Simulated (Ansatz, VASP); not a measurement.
# One calculation of ZrS, two programs

```
CELL_PARAMETERS angstrom
0.00000 2.62500 2.62500
2.62500 0.00000 2.62500
2.62500 2.62500 0.00000
ATOMIC_POSITIONS crystal
Zr 0.00000 0.00000 0.00000
S 0.50000 0.50000 0.50000
```

Alike in both runs: task single point; functional PBEsol; k mesh 7 × 7 × 7; occupations gaussian, width 0.05 eV; no spin polarisation.

|  | VASP | Ansatz |
| --- | --- | --- |
| version | VASP 6.6.1 | Ansatz 0.2.0 |
| potentials or method | VASP PAW PBE potentials, release 64 (Zr_sv, S), cutoff 520 eV | scalar-relativistic, plane waves, PAW |
| valence electrons in the cell | 18 | 18 |

```tsv
	VASP	Ansatz	Ansatz less VASP
gap on the k mesh at the Fermi level (eV)	none	none	-
pressure (GPa)	-6.2	-6.4	-0.20
```

VASP's potentials were made for PBE, not for PBEsol. A gap of «none» marks a metal or a gap that the smearing closes.
